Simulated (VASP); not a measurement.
# La2In8Ir (P4/mmm) in VASP: single point with PBE

Aim: the single point of La2In8Ir with PBE.

Everything below comes from runs of VASP 6.6.1. Logs are shortened: lines on timing, memory, paths and dates and some standing lists are left out, and cuts for length are marked.

### 1 The cell of the first run

It takes space group P4/mmm (No. 123, tetragonal). Conventional cell: a = 4.706 Å, b = 4.706 Å, c = 12.312 Å, α = 90.00°, β = 90.00°, γ = 90.00°. La (site symmetry 4mm) has 12 In at 3.28 to 3.36 Å and 1 Ir at 3.76 Å within 4.3 Å. Within 4.4 Å of In (site symmetry mmm) lie 8 In at 3.33 to 3.34 Å and 4 La at 3.36 Å. In (site symmetry 2mm) has 2 Ir at 2.78 Å and 7 In at 2.95 to 3.33 Å and 2 La at 3.28 Å within 3.7 Å. Within 4.3 Å of In (site symmetry 4mm) lie 8 In at 3.30 to 3.34 Å and 4 La at 3.33 Å. Ir (site symmetry 4/mmm) has 8 In at 2.78 Å and 2 La at 3.76 Å within 3.8 Å.

### 2 Single point, PBE

Contents of INCAR:

```
SYSTEM = La2In8Ir
PREC     = Accurate       ! precision mode
ENCUT    = 520            ! plane-wave cutoff, eV
EDIFF    = 1E-6           ! SCF threshold, eV
ISMEAR   = -1             ! smearing method
SIGMA    = 0.05           ! smearing width, eV
LREAL    = .False.        ! projectors in reciprocal space
LASPH    = .True.         ! aspherical terms in the spheres
NELM     = 60             ! most SCF steps
ALGO     = Normal         ! electronic algorithm
ISIF     = 2              ! what is computed and relaxed
LWAVE    = .False.        ! write WAVECAR
LCHARG   = .True.         ! write CHGCAR
GGA      = PE             ! functional
LELF     = .True.         ! ELF
LVHAR    = .True.       
NBANDS   = 78             ! bands
```

Contents of KPOINTS:

```
regular mesh
0
Gamma
  7 7 3
  0 0 0
```

Contents of POSCAR:

```
La2In8Ir
1.0
    4.7060000000      0.0000000000      0.0000000000
    0.0000000000      4.7060000000      0.0000000000
    0.0000000000      0.0000000000     12.3120000000
La In Ir
2 8 1
Direct
    0.0000000000      0.0000000000      0.8056008808
    0.0000000000      0.0000000000      0.1943991192
    0.5000000000      0.0000000000      0.0000000000
    0.0000000000      0.5000000000      0.0000000000
    0.0000000000      0.5000000000      0.6199498411
    0.5000000000      0.0000000000      0.6199498411
    0.0000000000      0.5000000000      0.3800501589
    0.5000000000      0.0000000000      0.3800501589
    0.5000000000      0.5000000000      0.8079872204
    0.5000000000      0.5000000000      0.1920127796
    0.0000000000      0.0000000000      0.5000000000
```

Potentials or basis: VASP PAW PBE potentials, release 64 (La, In_d, Ir).

On the command line:

```console
cat potpaw_PBE.64/La/POTCAR potpaw_PBE.64/In_d/POTCAR potpaw_PBE.64/Ir/POTCAR > POTCAR
mpirun -np 1 vasp_std > vasp.out
```

OUTCAR:

```text
SYSTEM = La2In8Ir
   PREC = Accurate
   ENCUT = 520
   EDIFF = 1E-6
   ISMEAR = -1
   LREAL = .False.
   LASPH = .True.
   NELM = 60
   ISIF = 2
   GGA = PE

 ion  position               nearest neighbor table
   1  0.000  0.000  0.806-   5 3.28   6 3.28   5 3.28   6 3.28   9 3.33   9 3.33   9 3.33   9 3.33
                             3 3.36   4 3.36   4 3.36   3 3.36
   2  0.000  0.000  0.194-   7 3.28   8 3.28   7 3.28   8 3.28  10 3.33  10 3.33  10 3.33  10 3.33
                             3 3.36   4 3.36   4 3.36   3 3.36
   3  0.500  0.000  0.000-   4 3.33   4 3.33   4 3.33   4 3.33   9 3.34  10 3.34  10 3.34   9 3.34
                             1 3.36   2 3.36   1 3.36   2 3.36
   4  0.000  0.500  0.000-   3 3.33   3 3.33   3 3.33   3 3.33  10 3.34   9 3.34  10 3.34   9 3.34
                             1 3.36   1 3.36   2 3.36   2 3.36
   5  0.000  0.500  0.620-  11 2.78  11 2.78   7 2.95   1 3.28   1 3.28   9 3.30   9 3.30   6 3.33
                             6 3.33   6 3.33   6 3.33
   6  0.500  0.000  0.620-  11 2.78  11 2.78   8 2.95   1 3.28   1 3.28   9 3.30   9 3.30   5 3.33
                             5 3.33   5 3.33   5 3.33
   7  0.000  0.500  0.380-  11 2.78  11 2.78   5 2.95   2 3.28   2 3.28  10 3.30  10 3.30   8 3.33
                             8 3.33   8 3.33   8 3.33
   8  0.500  0.000  0.380-  11 2.78  11 2.78   6 2.95   2 3.28   2 3.28  10 3.30  10 3.30   7 3.33
                             7 3.33   7 3.33   7 3.33
   9  0.500  0.500  0.808-   5 3.30   6 3.30   6 3.30   5 3.30   1 3.33   1 3.33   1 3.33   1 3.33
                             3 3.34   4 3.34   3 3.34   4 3.34
  10  0.500  0.500  0.192-   7 3.30   8 3.30   8 3.30   7 3.30   2 3.33   2 3.33   2 3.33   2 3.33
                             3 3.34   4 3.34   3 3.34   4 3.34
  11  0.000  0.000  0.500-   5 2.78   6 2.78   7 2.78   8 2.78   5 2.78   7 2.78   6 2.78   8 2.78

  LATTYP: Found a simple tetragonal cell.
 ALAT       =     4.7060000000
 C/A-ratio  =     2.6162345941

  Lattice vectors:

 A1 = (   4.7060000000,   0.0000000000,   0.0000000000)
 A2 = (   0.0000000000,   4.7060000000,   0.0000000000)
 A3 = (   0.0000000000,   0.0000000000,  12.3120000000)

Analysis of symmetry for initial positions (statically):
=====================================================================
 Subroutine PRICEL returns:
 Original cell was already a primitive cell.

 Routine SETGRP: Setting up the symmetry group for a
 simple tetragonal supercell.

 Subroutine GETGRP returns: Found 16 space group operations
 (whereof 16 operations were pure point group operations)
 out of a pool of 16 trial point group operations.

The static configuration has the point symmetry D_4h.

Analysis of symmetry for dynamics (positions and initial velocities):
=====================================================================
 Subroutine PRICEL returns:
 Original cell was already a primitive cell.

 Routine SETGRP: Setting up the symmetry group for a
 simple tetragonal supercell.

 Subroutine GETGRP returns: Found 16 space group operations
 (whereof 16 operations were pure point group operations)
 out of a pool of 16 trial point group operations.

The dynamic configuration has the point symmetry D_4h.

 Subroutine INISYM returns: Found 16 space group operations
 (whereof 16 operations are pure point group operations),
 and found     1 'primitive' translations

----------------------------------------------------------------------------------------

                                     Primitive cell

  volume of cell :     272.6669

  direct lattice vectors                    reciprocal lattice vectors
     4.706000000  0.000000000  0.000000000     0.212494688  0.000000000  0.000000000
     0.000000000  4.706000000  0.000000000     0.000000000  0.212494688  0.000000000
     0.000000000  0.000000000 12.312000000     0.000000000  0.000000000  0.081221572

  length of vectors
     4.706000000  4.706000000 12.312000000     0.212494688  0.212494688  0.081221572

  position of ions in fractional coordinates (direct lattice)
     0.000000000  0.000000000  0.805600881
     0.000000000  0.000000000  0.194399119
     0.500000000  0.000000000  0.000000000
     0.000000000  0.500000000  0.000000000
     0.000000000  0.500000000  0.619949841
     0.500000000  0.000000000  0.619949841
     0.000000000  0.500000000  0.380050159
     0.500000000  0.000000000  0.380050159
[... 25 lines left out ...]

 Generating k-lattice:

  Cartesian coordinates                     Fractional coordinates (reciprocal lattice)
     0.030356384  0.000000000  0.000000000     0.142857143  0.000000000  0.000000000
     0.000000000  0.030356384  0.000000000     0.000000000  0.142857143  0.000000000
     0.000000000  0.000000000  0.027073857     0.000000000  0.000000000  0.333333333

  Length of vectors
     0.030356384  0.030356384  0.027073857

  Shift w.r.t. Gamma in fractional coordinates (k-lattice)
     0.000000000  0.000000000  0.000000000

 Subroutine IBZKPT returns following result:
 ===========================================

 Found     20 irreducible k-points:

 Following reciprocal coordinates:
            Coordinates               Weight
  0.000000  0.000000  0.000000      1.000000
  0.142857  0.000000  0.000000      4.000000
  0.285714  0.000000  0.000000      4.000000
  0.428571  0.000000  0.000000      4.000000
  0.142857  0.142857  0.000000      4.000000
  0.285714  0.142857  0.000000      8.000000
[... 12 lines left out ...]
  0.428571  0.285714  0.333333     16.000000
  0.428571  0.428571  0.333333      8.000000
   k-points           NKPTS =     20   k-points in BZ     NKDIM =     20   number of bands    NBANDS=     78
   number of dos      NEDOS =    301   number of ions     NIONS =     11
   total plane-waves  NPLWV = 124416
   dimension x,y,z NGX =    36 NGY =   36 NGZ =   96
   dimension x,y,z NGXF=    72 NGYF=   72 NGZF=  192
   ions per type =               2   8   1
   NGX,Y,Z   is equivalent  to a cutoff of  12.72, 12.72, 12.96 a.u.
   NGXF,Y,Z  is equivalent  to a cutoff of  25.43, 25.43, 25.93 a.u.
 SYSTEM =  La2In8Ir
   PREC   = accura    normal or accurate (medium, high low for compatibility)
   ISTART =      0    job   : 0-new  1-cont  2-samecut
   ICHARG =      2    charge: 1-file 2-atom 10-const
   ISPIN  =      1    spin polarized calculation?
   LNONCOLLINEAR =      F non collinear calculations
   LSORBIT =      F    spin-orbit coupling
   LASPH  =      T    aspherical Exc in radial PAW
   ENCUT  =  520.0 eV  38.22 Ry    6.18 a.u.   8.75  8.75 22.89*2*pi/ulx,y,z
   NELM   =     60;   NELMIN=  2; NELMDL= -5     # of ELM steps
   EDIFF  = 0.1E-05   stopping-criterion for ELM
   LREAL  =      F    real-space projection
   EDIFFG = 0.1E-04   stopping-criterion for IOM
   NSW    =      0    number of steps for IOM
   IBRION =     -1    ionic relax: 0-MD 1-quasi-New 2-CG
   NFREE  =      0    steps in history (QN), initial steepest desc. (CG)
   ISIF   =      2    stress and relaxation
   ISYM   =      2    0-nonsym 1-usesym 2-fastsym
   POTIM  = 0.5000    time-step for ionic-motion
   TEBEG  =    0.0;   TEEND  =   0.0 temperature during run
   PSTRESS=    0.0 pullay stress
   NELECT =     135.0000    total number of electrons
   NUPDOWN=      -1.0000    fix difference up-down
   EMIN   =  10.00;   EMAX   =-10.00  energy-range for DOS
   EFERMI =   0.00;   METHOD = LEGACY
   ISMEAR =    -1;   SIGMA  =   0.05  broadening in eV -4-tet -1-fermi 0-gaus
   EFERMI_NEDOS =   21; number of points for ismear=-14 and -15
   IALGO  =     38    algorithm
   IMIX   =      4    mixing-type and parameters
     AMIX     =   0.40;   BMIX     =  1.00
     AMIX_MAG =   1.60;   BMIX_MAG =  1.00
  volume/ion in A,a.u.               =      24.79       167.28
  Fermi-wavevector in a.u.,A,eV,Ry     =   1.295116  2.447414 22.821391  1.677325
  Thomas-Fermi vector in A             =   2.426656
   LORBIT       =      0    0 simple, 1 ext, 2 COOP (PROOUT), +10 PAW based schemes
   GGA     = PE    functional components
   LHFCALC =     F    Hartree Fock is set to
   AEXX    =    0.0000 exact exchange contribution
   IVDW    =     0    specifies the selected vdW correction
   LEPSILON=     F    determine dielectric tensor
   LRPA    =     F    only Hartree local field effects (RPA)
 non-spin polarized calculation
  energy-cutoff  :      520.00
  volume of cell :      272.67
 maximum number of plane-waves:      7374
 NGX is ok and might be reduce to    36
   NGX = 17   NGY = 17   NGZ = 45

 number of electron     134.9999977 magnetization

 Free energy of the ion-electron system (eV)
  ---------------------------------------------------
  ext. energy  EPLUGINS =         0.00000000
  ---------------------------------------------------
  free energy    TOTEN  =       -43.92826966 eV

  energy without entropy =      -43.88463863  energy(sigma->0) =      -43.90645414

 E-fermi :   8.5094     XC(G=0): -10.6449

 val. band max:        8.5021111742   @ k =   0.2857   0.0000   0.3333
 cond. band min:       8.5405980265   @ k =   0.1429   0.1429   0.0000
 fundamental gap:      0.0384868523
 Fermi energy:         8.5094298903

 k-point     1 :       0.0000    0.0000    0.0000
  band No.  band energies     occupation
      1     -24.0458      2.00000
      2     -24.0435      2.00000
      3      -8.0209      2.00000
      4      -7.9140      2.00000
      5      -7.8900      2.00000
      6      -7.8900      2.00000
[... 1609 lines left out ...]
     77      10.6484      0.00000
     78      10.6578      0.00000

------------------------ aborting loop because EDIFF is reached ----------------------------------------

  FORCE on cell =-STRESS in cart. coord.  units (eV):
  Direction    XX          YY          ZZ          XY          YZ          ZX
  --------------------------------------------------------------------------------------
  -------------------------------------------------------------------------------------
  Total        4.5175578      4.5175578      4.6233038      0.0000000      0.0000000      0.0000000
  in kB       26.5449461     26.5449461     27.1663042      0.0000000      0.0000000      0.0000000
  external PRESSURE =      26.7520655 kB  Pullay stress =       0.0000000 kB

 VOLUME and BASIS-vectors are now :
 -----------------------------------------------------------------------------
  energy-cutoff  :      520.00
  volume of cell :      272.67
      direct lattice vectors                 reciprocal lattice vectors
     4.706000000  0.000000000  0.000000000     0.212494688  0.000000000  0.000000000
     0.000000000  4.706000000  0.000000000     0.000000000  0.212494688  0.000000000
     0.000000000  0.000000000 12.312000000     0.000000000  0.000000000  0.081221572

 POSITION                                       TOTAL-FORCE (eV/Angst)
 -----------------------------------------------------------------------------------
      0.00000      0.00000      9.91856        -0.000000     -0.000000     -0.004854
      0.00000      0.00000      2.39344        -0.000000      0.000000      0.004854
      2.35300      0.00000      0.00000        -0.000000     -0.000000     -0.000000
      0.00000      2.35300      0.00000        -0.000000     -0.000000     -0.000000
      0.00000      2.35300      7.63282        -0.000000     -0.000000      0.016865
      2.35300      0.00000      7.63282        -0.000000      0.000000      0.016865
      0.00000      2.35300      4.67918        -0.000000     -0.000000     -0.016865
      2.35300      0.00000      4.67918        -0.000000      0.000000     -0.016865
      2.35300      2.35300      9.94794        -0.000000     -0.000000     -0.013282
      2.35300      2.35300      2.36406         0.000000     -0.000000      0.013282
      0.00000      0.00000      6.15600        -0.000000     -0.000000     -0.000000
 -----------------------------------------------------------------------------------
    total drift:                                0.000000      0.000000      0.000000

  FREE ENERGIE OF THE ION-ELECTRON SYSTEM (eV)
  ---------------------------------------------------
  free  energy   TOTEN  =       -43.9282696568 eV

  energy  without entropy=      -43.8846386287  energy(sigma->0) =      -43.90645414
```

It took 7.6 min on 1 thread of Intel Xeon Platinum 8488C (Sapphire Rapids), shared host; peak memory 0.57 GiB.

What came out:

```
Free energy            : -43.9283 eV
Pressure               : 2.7 GPa
Largest force          : 0.017 eV/Å
Band gap on the k mesh : zero (an odd number of electrons rules out a gap without spin polarisation)
```

Forces in eV/Å, atoms in the order of the input:
```
La   0.000  0.000 -0.005
La   0.000  0.000  0.005
In   0.000  0.000  0.000
In   0.000  0.000  0.000
In   0.000  0.000  0.017
In   0.000  0.000  0.017
In   0.000  0.000 -0.017
In   0.000  0.000 -0.017
In   0.000  0.000 -0.013
In   0.000  0.000  0.013
Ir   0.000  0.000  0.000
```

Caveat: spin-orbit coupling is left out, which moves the levels of the heavy elements.

The gap in the log of VASP goes by the Fermi energy; the results here count the filled bands.